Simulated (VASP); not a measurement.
Here is a VASP 6.6.1 calculation.

File INCAR:

```
SYSTEM = Si62P
PREC = Accurate ; ENCUT = 520
EDIFF = 1E-6 ; ISMEAR = 0
SIGMA = 0.05 ; LREAL = Auto
LASPH = .TRUE. ; NELM = 80
ALGO = Normal ; ISIF = 2
LWAVE = .FALSE. ; LCHARG = .TRUE.
GGA = PE ; LELF = .TRUE.
LVHAR = .TRUE. ; NBANDS = 164
NELECT = 252.0
```

The input KPOINTS:

```
Automatic mesh
0
G
  1 1 1
  0 0 0
```

Contents of POSCAR:

```
Si62P
1.0
   10.8600000000      0.0000000000      0.0000000000
    0.0000000000     10.8600000000      0.0000000000
    0.0000000000      0.0000000000     10.8600000000
Si P
62 1
Direct
    0.4997844383      0.0002155617     -0.0006165746
    0.6207872007      0.1244573665      0.1279656538
    0.7479243094      0.2484080110      0.0012869245
    0.8732312155      0.3757070902      0.1242929098
    0.7445885820      0.0009022099      0.2554008287
    0.8744733886      0.1253228361      0.3746771639
   -0.0008078269      0.0004371087     -0.0008078269
    0.1234738490      0.1275326888      0.1234738490
    0.2484689687      0.2515310313     -0.0022410681
    0.3724673112      0.3765261510      0.1234738490
    0.4995628913      0.5008078269     -0.0008078269
    0.6251120626      0.6260872928      0.1283165746
    0.7508329650      0.7491670350      0.0027321363
    0.8739127072      0.8748879374      0.1283165746
    0.2508610497      0.0090269797      0.2508610497
    0.4909730203      0.2491389503      0.2508610497
    0.6207872007      0.3720343462      0.3755426335
    0.7479243094      0.4987130755      0.2515919890
    0.8746376611      0.6253623389      0.3746661142
    0.6227208103      0.1127128913      0.6227208103
    0.7445885820      0.2445991713      0.4990977901
    0.8739127072      0.3716834254      0.6251120626
    0.7501813996     -0.0033233886      0.7501813996
    0.8746376611      0.1253338858      0.8746376611
   -0.0004934622      0.5004934622     -0.0004934622
    0.1242929098      0.6267687845      0.1242929098
    0.2515919890      0.7520756906      0.0012869245
    0.3755426335      0.8792127993      0.1279656538
   -0.0022410681      0.2515310313      0.2484689687
    0.1234738490      0.3765261510      0.3724673112
    0.2484689687      0.5022410681      0.2484689687
    0.3746771639      0.6255266114      0.3746771639
    0.4990977901      0.7554114180      0.2554008287
    0.6227208103      0.8772791897      0.3872871087
   -0.0006165746      0.0002155617      0.4997844383
    0.1279656538      0.1244573665      0.6207872007
    0.2508610497      0.2491389503      0.4909730203
    0.3755426335      0.3720343462      0.6207872007
    0.4997844383      0.5006165746      0.4997844383
    0.6264712707      0.6220560773      0.6264712707
    0.7501813996      0.7498186004      0.5033233886
    0.8779439227      0.8735287293      0.6264712707
    0.2554008287      0.0009022099      0.7445885820
    0.3746771639      0.1253228361      0.8744733886
    0.4990977901      0.2445991713      0.7445885820
    0.6251120626      0.3716834254      0.8739127072
    0.7508329650      0.4972678637      0.7508329650
    0.8754043278      0.6245956722      0.8754043278
    0.0012869245      0.7520756906      0.2515919890
    0.1279656538      0.8792127993      0.3755426335
   -0.0008078269      0.5008078269      0.4995628913
    0.1283165746      0.6260872928      0.6251120626
    0.2554008287      0.7554114180      0.4990977901
    0.3872871087      0.8772791897      0.6227208103
    0.0012869245      0.2484080110      0.7479243094
    0.1242929098      0.3757070902      0.8732312155
    0.2515919890      0.4987130755      0.7479243094
    0.3746661142      0.6253623389      0.8746376611
    0.5033233886      0.7498186004      0.7501813996
    0.6264712707      0.8735287293      0.8779439227
    0.0027321363      0.7491670350      0.7508329650
    0.1283165746      0.8748879374      0.8739127072
    0.3770423573      0.1229576427      0.3770423573
```

Potentials or basis: VASP PAW PBE potentials, release 64 (Si, P).

Run with:

```bash
$ cat potpaw_PBE.64/Si/POTCAR potpaw_PBE.64/P/POTCAR > POTCAR
$ mpirun -np 1 vasp_gam > vasp.out
```

Predict the largest force.

0.012 eV/Å.

Forces in eV/Å, atoms in the order of the input:
```
Si  -0.003  0.003 -0.004
Si   0.001  0.001  0.005
Si  -0.005 -0.002  0.003
Si   0.008  0.003 -0.003
Si   0.003  0.006 -0.009
Si   0.001 -0.003  0.003
Si  -0.003 -0.001 -0.003
Si  -0.001  0.004 -0.001
Si   0.002 -0.002  0.002
Si  -0.004  0.001 -0.001
Si   0.001  0.003 -0.003
Si   0.005 -0.002  0.000
Si  -0.001  0.001 -0.004
Si   0.002 -0.005  0.000
Si  -0.003 -0.004 -0.003
Si   0.004  0.003 -0.003
Si   0.001 -0.005 -0.001
Si  -0.005 -0.003  0.002
Si  -0.001  0.001 -0.009
Si   0.005 -0.005  0.005
Si   0.003  0.009 -0.006
Si   0.002  0.000  0.005
Si  -0.001 -0.010 -0.001
Si  -0.001  0.009 -0.001
Si  -0.002  0.002 -0.002
Si  -0.003 -0.008 -0.003
Si   0.002  0.005  0.003
Si  -0.001 -0.001  0.005
Si   0.002 -0.002  0.002
Si  -0.001  0.001 -0.004
Si   0.002 -0.002  0.002
Si   0.003 -0.001  0.003
Si  -0.006 -0.003 -0.009
Si   0.005 -0.005  0.005
Si  -0.004  0.003 -0.003
Si   0.005  0.001  0.001
Si  -0.003  0.003  0.004
Si  -0.001 -0.005  0.001
Si  -0.003  0.004 -0.003
Si   0.000  0.000  0.000
Si  -0.001  0.001  0.010
Si   0.000  0.000  0.000
Si  -0.009  0.006  0.003
Si   0.003 -0.003  0.001
Si  -0.006  0.009  0.003
Si   0.005  0.000  0.002
Si  -0.001  0.004 -0.001
Si  -0.001  0.001 -0.001
Si   0.003  0.005  0.002
Si   0.005 -0.001 -0.001
Si  -0.003  0.003  0.001
Si   0.000 -0.002  0.005
Si  -0.009 -0.003 -0.006
Si   0.005 -0.005  0.005
Si   0.003 -0.002 -0.005
Si  -0.003  0.003  0.008
Si   0.002 -0.003 -0.005
Si  -0.009  0.001 -0.001
Si   0.010  0.001 -0.001
Si   0.000  0.000  0.000
Si  -0.004  0.001 -0.001
Si   0.000 -0.005  0.002
P    0.007 -0.007  0.007
```

Caveat: the k points lie up to 0.58 Å⁻¹ apart; the cell carries a net charge on a neutralising background, which shifts energy and pressure.
